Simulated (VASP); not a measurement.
# K (I4/mmm) in VASP: further runs

Runs on K. Level: PBEsol. Tasks: single point.

Program: VASP 6.6.1. These are calculated values, not measurements. Logs are shortened: lines on timing, memory, paths and dates and some standing lists are left out, and cuts for length are marked.

**1. The cell of the first run**

It takes space group I4/mmm (No. 139, tetragonal). Conventional cell: a = 5.236 Å, b = 5.236 Å, c = 5.288 Å, α = 90.00°, β = 90.00°, γ = 90.00°.

**2. Single point, PBEsol (zz strain of +1 %)**

File INCAR:

```
PREC = Accurate
ENCUT = 520
EDIFF = 1E-7
ISMEAR = -1
SIGMA = 0.08
LREAL = F
LASPH = T
NELM = 80
ALGO = Normal
ISIF = 2
LWAVE = F
LCHARG = T
GGA = PS
LELF = T
LVHAR = T
NBANDS = 10
```

File KPOINTS:

```
regular mesh
0
Gamma
  10 10 10
```

File POSCAR:

```
K
1.0
   -2.6180000000      2.6180000000      2.6441800000
    2.6180000000     -2.6180000000      2.6441800000
    2.6180000000      2.6180000000     -2.6441800000
K
1
Direct
    0.0000000000      0.0000000000      0.0000000000
```

Potentials or basis: VASP PAW PBE potentials, release 64 (K_sv).

Command:

```bash
$ cat potpaw_PBE.64/K_sv/POTCAR > POTCAR
$ mpirun -np 1 vasp_std > vasp.out
```

OUTCAR:

```text
PREC = Accurate
   ENCUT = 520
   EDIFF = 1E-7
   ISMEAR = -1
   LREAL = F
   LASPH = T
   NELM = 80
   ISIF = 2
   GGA = PS

 ion  position               nearest neighbor table
   1  0.000  0.000  0.000-

  LATTYP: Found a body centered tetragonal cell.
 ALAT       =     5.2360000000
 C/A-ratio  =     1.0100000000

  Lattice vectors:

 A1 = (  -2.6180000000,   2.6180000000,   2.6441800000)
 A2 = (   2.6180000000,  -2.6180000000,   2.6441800000)
 A3 = (   2.6180000000,   2.6180000000,  -2.6441800000)

Analysis of symmetry for initial positions (statically):
=====================================================================
 Subroutine PRICEL returns:
 Original cell was already a primitive cell.

 Routine SETGRP: Setting up the symmetry group for a
 body centered tetragonal supercell.

 Subroutine GETGRP returns: Found 16 space group operations
 (whereof 16 operations were pure point group operations)
 out of a pool of 16 trial point group operations.

The static configuration has the point symmetry D_4h.

Analysis of symmetry for dynamics (positions and initial velocities):
=====================================================================
 Subroutine PRICEL returns:
 Original cell was already a primitive cell.

 Routine SETGRP: Setting up the symmetry group for a
 body centered tetragonal supercell.

 Subroutine GETGRP returns: Found 16 space group operations
 (whereof 16 operations were pure point group operations)
 out of a pool of 16 trial point group operations.

The dynamic configuration has the point symmetry D_4h.

 Subroutine INISYM returns: Found 16 space group operations
 (whereof 16 operations are pure point group operations),
 and found     1 'primitive' translations

----------------------------------------------------------------------------------------

                                     Primitive cell

  volume of cell :      72.4920

  direct lattice vectors                    reciprocal lattice vectors
    -2.618000000  2.618000000  2.644180000     0.000000000  0.190985485  0.189094540
     2.618000000 -2.618000000  2.644180000     0.190985485  0.000000000  0.189094540
     2.618000000  2.618000000 -2.644180000     0.190985485  0.190985485  0.000000000

  length of vectors
     4.549674260  4.549674260  4.549674260     0.268760489  0.268760489  0.270094263

  position of ions in fractional coordinates (direct lattice)
     0.000000000  0.000000000  0.000000000

  ion indices of the primitive-cell ions
   primitive index   ion index
                 1           1

----------------------------------------------------------------------------------------

 KPOINTS: regular mesh

Automatic generation of k-mesh.
 Grid dimensions read from file:
 generate k-points for:   10   10   10

 Generating k-lattice:

  Cartesian coordinates                     Fractional coordinates (reciprocal lattice)
     0.000000000  0.019098549  0.018909454     0.100000000  0.000000000  0.000000000
     0.019098549  0.000000000  0.018909454     0.000000000  0.100000000  0.000000000
     0.019098549  0.019098549  0.000000000     0.000000000  0.000000000  0.100000000

  Length of vectors
     0.026876049  0.026876049  0.027009426

  Shift w.r.t. Gamma in fractional coordinates (k-lattice)
     0.000000000  0.000000000  0.000000000

 Subroutine IBZKPT returns following result:
 ===========================================

 Found    102 irreducible k-points:

 Following reciprocal coordinates:
            Coordinates               Weight
  0.000000  0.000000  0.000000      1.000000
  0.100000  0.000000 -0.000000      8.000000
  0.200000  0.000000 -0.000000      8.000000
  0.300000  0.000000 -0.000000      8.000000
  0.400000  0.000000 -0.000000      8.000000
  0.500000  0.000000 -0.000000      4.000000
[... 16 lines left out ...]
  0.300000  0.300000 -0.000000      8.000000
  0.400000  0.300000  0.000000     16.000000
 [... further k-points ...]
   k-points           NKPTS =    102   k-points in BZ     NKDIM =    102   number of bands    NBANDS=     10
   number of dos      NEDOS =    301   number of ions     NIONS =      1
   total plane-waves  NPLWV =  46656
   dimension x,y,z NGX =    36 NGY =   36 NGZ =   36
   dimension x,y,z NGXF=    72 NGYF=   72 NGZF=   72
   ions per type =               1
   NGX,Y,Z   is equivalent  to a cutoff of  13.15, 13.15, 13.15 a.u.
   NGXF,Y,Z  is equivalent  to a cutoff of  26.31, 26.31, 26.31 a.u.
 SYSTEM =  unknown system
   PREC   = accura    normal or accurate (medium, high low for compatibility)
   ISTART =      0    job   : 0-new  1-cont  2-samecut
   ICHARG =      2    charge: 1-file 2-atom 10-const
   ISPIN  =      1    spin polarized calculation?
   LNONCOLLINEAR =      F non collinear calculations
   LSORBIT =      F    spin-orbit coupling
   LASPH  =      T    aspherical Exc in radial PAW
   ENCUT  =  520.0 eV  38.22 Ry    6.18 a.u.   8.46  8.46  8.46*2*pi/ulx,y,z
   NELM   =     80;   NELMIN=  2; NELMDL= -5     # of ELM steps
   EDIFF  = 0.1E-06   stopping-criterion for ELM
   LREAL  =      F    real-space projection
   EDIFFG = 0.1E-05   stopping-criterion for IOM
   NSW    =      0    number of steps for IOM
   IBRION =     -1    ionic relax: 0-MD 1-quasi-New 2-CG
   NFREE  =      0    steps in history (QN), initial steepest desc. (CG)
   ISIF   =      2    stress and relaxation
   ISYM   =      2    0-nonsym 1-usesym 2-fastsym
   POTIM  = 0.5000    time-step for ionic-motion
   TEBEG  =    0.0;   TEEND  =   0.0 temperature during run
   PSTRESS=    0.0 pullay stress
   NELECT =       9.0000    total number of electrons
   NUPDOWN=      -1.0000    fix difference up-down
   EMIN   =  10.00;   EMAX   =-10.00  energy-range for DOS
   EFERMI =   0.00;   METHOD = LEGACY
   ISMEAR =    -1;   SIGMA  =   0.08  broadening in eV -4-tet -1-fermi 0-gaus
   EFERMI_NEDOS =   21; number of points for ismear=-14 and -15
   IALGO  =     38    algorithm
   IMIX   =      4    mixing-type and parameters
     AMIX     =   0.40;   BMIX     =  1.00
     AMIX_MAG =   1.60;   BMIX_MAG =  1.00
  volume/ion in A,a.u.               =      72.49       489.20
  Fermi-wavevector in a.u.,A,eV,Ry     =   0.816693  1.543326  9.074918  0.666988
  Thomas-Fermi vector in A             =   1.927007
   LORBIT       =      0    0 simple, 1 ext, 2 COOP (PROOUT), +10 PAW based schemes
   GGA     = PS    functional components
   LHFCALC =     F    Hartree Fock is set to
   AEXX    =    0.0000 exact exchange contribution
   IVDW    =     0    specifies the selected vdW correction
   LEPSILON=     F    determine dielectric tensor
   LRPA    =     F    only Hartree local field effects (RPA)
 non-spin polarized calculation
  energy-cutoff  :      520.00
  volume of cell :       72.49
 maximum number of plane-waves:      1974
 NGX is ok and might be reduce to    36
   NGX = 17   NGY = 17   NGZ = 17

 number of electron       9.0000001 magnetization

 Free energy of the ion-electron system (eV)
  ---------------------------------------------------
  ext. energy  EPLUGINS =         0.00000000
  ---------------------------------------------------
  free energy    TOTEN  =        -1.13977588 eV

  energy without entropy =       -1.12162481  energy(sigma->0) =       -1.13070034

 E-fermi :  -0.1380     XC(G=0):  -5.7325

 val. band max:       -0.1380671959   @ k =   0.5000   0.3000  -0.0000
 cond. band min:      -0.0739336795   @ k =  -0.2000  -0.4000   0.2000
 fundamental gap:      0.0641335165
 Fermi energy:        -0.1380386262

 k-point     1 :       0.0000    0.0000    0.0000
  band No.  band energies     occupation
      1     -32.1200      2.00000
      2     -15.6288      2.00000
      3     -15.6288      2.00000
      4     -15.6287      2.00000
      5      -2.3150      2.00000
      6       4.1578      0.00000
      7       4.1578      0.00000
      8       4.2075      0.00000
      9       5.0702      0.00000
     10       5.1367      0.00000

 k-point     2 :       0.1000    0.0000   -0.0000
  band No.  band energies     occupation
      1     -32.1196      2.00000
      2     -15.6358      2.00000
      3     -15.6311      2.00000
      4     -15.6287      2.00000
      5      -2.1896      2.00000
      6       3.9591      0.00000
      7       4.0223      0.00000
      8       4.2856      0.00000
      9       4.8866      0.00000
     10       5.0899      0.00000

 k-point     3 :       0.2000    0.0000   -0.0000
  band No.  band energies     occupation
      1     -32.1184      2.00000
      2     -15.6541      2.00000
      3     -15.6372      2.00000
      4     -15.6287      2.00000
      5      -1.8219      2.00000
      6       3.2480      0.00000
      7       3.6838      0.00000
      8       4.5831      0.00000
      9       4.8552      0.00000
     10       5.0526      0.00000

 k-point     4 :       0.3000    0.0000   -0.0000
  band No.  band energies     occupation
      1     -32.1171      2.00000
      2     -15.6764      2.00000
      3     -15.6446      2.00000
      4     -15.6286      2.00000
      5      -1.2360      2.00000
      6       2.3321      0.00000
      7       3.3532      0.00000
      8       4.9310      0.00000
      9       5.0672      0.00000
     10       5.1158      0.00000
[... 222 lines left out ...]
 k-point    22 :      -0.2000    0.2000    0.0000
  band No.  band energies     occupation
      1     -32.1184      2.00000
      2     -15.6541      2.00000
      3     -15.6373      2.00000
      4     -15.6289      2.00000
      5      -1.8170      2.00000
      6       3.2831      0.00000
      7       3.6427      0.00000
      8       4.5544      0.00000
      9       4.9069      0.00000
     10       5.0145      0.00000

 k-point    23 :       0.3000    0.3000   -0.0000
  band No.  band energies     occupation
      1     -32.1150      2.00000
      2     -15.6848      2.00000
      3     -15.6707      2.00000
      4     -15.6374      2.00000
      5       0.6069      0.00018
      6       1.3110      0.00000
      7       1.7330      0.00000
      8       4.4800      0.00000
      9       5.1484      0.00000
     10       5.4185      0.00000

 k-point    24 :       0.4000    0.3000    0.0000
  band No.  band energies     occupation
      1     -32.1150      2.00000
      2     -15.6849      2.00000
      3     -15.6707      2.00000
      4     -15.6376      2.00000
      5       0.6310      0.00013
      6       1.2982      0.00000
      7       1.7243      0.00000
      8       4.4783      0.00000
      9       5.1176      0.00000
     10       5.4509      0.00000

 [... further k-points ...]

------------------------ aborting loop because EDIFF is reached ----------------------------------------

  FORCE on cell =-STRESS in cart. coord.  units (eV):
  Direction    XX          YY          ZZ          XY          YZ          ZX
  --------------------------------------------------------------------------------------
  -------------------------------------------------------------------------------------
  Total       -0.0356086     -0.0356086     -0.0351074      0.0000000      0.0000000      0.0000000
  in kB       -0.7870011     -0.7870011     -0.7759228      0.0000000      0.0000000      0.0000000
  external PRESSURE =      -0.7833083 kB  Pullay stress =       0.0000000 kB

 VOLUME and BASIS-vectors are now :
 -----------------------------------------------------------------------------
  energy-cutoff  :      520.00
  volume of cell :       72.49
      direct lattice vectors                 reciprocal lattice vectors
    -2.618000000  2.618000000  2.644180000     0.000000000  0.190985485  0.189094540
     2.618000000 -2.618000000  2.644180000     0.190985485  0.000000000  0.189094540
     2.618000000  2.618000000 -2.644180000     0.190985485  0.190985485  0.000000000

 POSITION                                       TOTAL-FORCE (eV/Angst)
 -----------------------------------------------------------------------------------
      0.00000      0.00000      0.00000         0.000000     -0.000000      0.000000
 -----------------------------------------------------------------------------------
    total drift:                               -0.000000      0.000000      0.000000

  FREE ENERGIE OF THE ION-ELECTRON SYSTEM (eV)
  ---------------------------------------------------
  free  energy   TOTEN  =        -1.1397758754 eV

  energy  without entropy=       -1.1216248140  energy(sigma->0) =       -1.13070034
```

It took 23 s on 1 thread of Intel Xeon 6975P-C (Granite Rapids), shared host; peak memory 0.24 GiB.

Results:

- Free energy: -1.1398 eV
- Pressure: -0.1 GPa

Levels at points of the mesh, in eV from the Fermi level:
| k point | band 1 | band 2 | band 3 | band 4 | band 5 | band 6 | band 7 | band 8 | band 9 | band 10 |
| --- | --- | --- | --- | --- | --- | --- | --- | --- | --- | --- |
| (0.00, 0.00, 0.00) | -31.98 | -15.49 | -15.49 | -15.49 | -2.18 | 4.30 | 4.30 | 4.35 | 5.21 | 5.27 |
| (0.50, 0.00, 0.00) | -31.98 | -15.56 | -15.51 | -15.49 | 0.44 | 0.69 | 3.19 | 4.89 | 5.77 | 6.01 |
| (0.50, 0.50, 0.00) | -31.98 | -15.56 | -15.52 | -15.49 | 0.46 | 0.71 | 3.13 | 4.93 | 5.80 | 5.95 |
| (0.50, 0.50, 0.50) | -31.97 | -15.54 | -15.54 | -15.54 | 1.65 | 1.69 | 3.43 | 3.55 | 3.55 | 5.62 |

Caveat: the cell differs from its parent crystal (zz strain of +1 %); the PAW data sets were made with another functional, which shifts forces and pressure a little.

**3. Single point, PBEsol (zz strain of +2 %)**

File INCAR:

```
SYSTEM = K
  ALGO = Normal
  EDIFF = 1E-6
  ENCUT = 520
  GGA = PS
  ISIF = 2
  ISMEAR = -1
  LASPH = .True.
  LCHARG = .False.
  LREAL = .False.
  LWAVE = .False.
  NBANDS = 10
  NELM = 80
  PREC = Accurate
  SIGMA = 0.08
```

File KPOINTS:

```
k-points
0
Gamma
  10 10 10
  0 0 0
```

File POSCAR:

```
K
1.0
   -2.6180000000      2.6180000000      2.6703600000
    2.6180000000     -2.6180000000      2.6703600000
    2.6180000000      2.6180000000     -2.6703600000
K
1
Direct
    0.0000000000      0.0000000000      0.0000000000
```

Potentials or basis: VASP PAW PBE potentials, release 64 (K_sv).

Command:

```bash
$ cat potpaw_PBE.64/K_sv/POTCAR > POTCAR
$ mpirun -np 1 vasp_std > vasp.out
```

OUTCAR:

```text
SYSTEM = K
   EDIFF = 1E-6
   ENCUT = 520
   GGA = PS
   ISIF = 2
   ISMEAR = -1
   LASPH = .True.
   LREAL = .False.
   NELM = 80
   PREC = Accurate

 ion  position               nearest neighbor table
   1  0.000  0.000  0.000-

  LATTYP: Found a body centered tetragonal cell.
 ALAT       =     5.2360000000
 C/A-ratio  =     1.0200000000

  Lattice vectors:

 A1 = (  -2.6180000000,   2.6180000000,   2.6703600000)
[... 489 lines left out ...]
      7       1.6942      0.00000
      8       4.4247      0.00000
      9       5.0661      0.00000
     10       5.4230      0.00000

 [... further k-points ...]

------------------------ aborting loop because EDIFF is reached ----------------------------------------

  FORCE on cell =-STRESS in cart. coord.  units (eV):
  Direction    XX          YY          ZZ          XY          YZ          ZX
  --------------------------------------------------------------------------------------
  -------------------------------------------------------------------------------------
  Total       -0.0516198     -0.0516198     -0.0504346      0.0000000      0.0000000      0.0000000
  in kB       -1.1296852     -1.1296852     -1.1037478      0.0000000      0.0000000      0.0000000
  external PRESSURE =      -1.1210394 kB  Pullay stress =       0.0000000 kB

 VOLUME and BASIS-vectors are now :
 -----------------------------------------------------------------------------
  energy-cutoff  :      520.00
  volume of cell :       73.21
      direct lattice vectors                 reciprocal lattice vectors
    -2.618000000  2.618000000  2.670360000     0.000000000  0.190985485  0.187240672
     2.618000000 -2.618000000  2.670360000     0.190985485  0.000000000  0.187240672
     2.618000000  2.618000000 -2.670360000     0.190985485  0.190985485  0.000000000

 POSITION                                       TOTAL-FORCE (eV/Angst)
 -----------------------------------------------------------------------------------
      0.00000      0.00000      0.00000         0.000000      0.000000      0.000000
 -----------------------------------------------------------------------------------
    total drift:                               -0.000000      0.000000      0.000000

  FREE ENERGIE OF THE ION-ELECTRON SYSTEM (eV)
  ---------------------------------------------------
  free  energy   TOTEN  =        -1.1394155384 eV

  energy  without entropy=       -1.1212686141  energy(sigma->0) =       -1.13034208
```

Wall time 20 s (1 thread of Intel Xeon 6975P-C (Granite Rapids), shared host); peak memory 0.23 GiB.

Results:

```yaml
Free_energy: -1.1394 eV
Pressure: -0.1 GPa
```

Caveat: the cell differs from its parent crystal (zz strain of +2 %); the PAW data sets were made with another functional, which shifts forces and pressure a little.
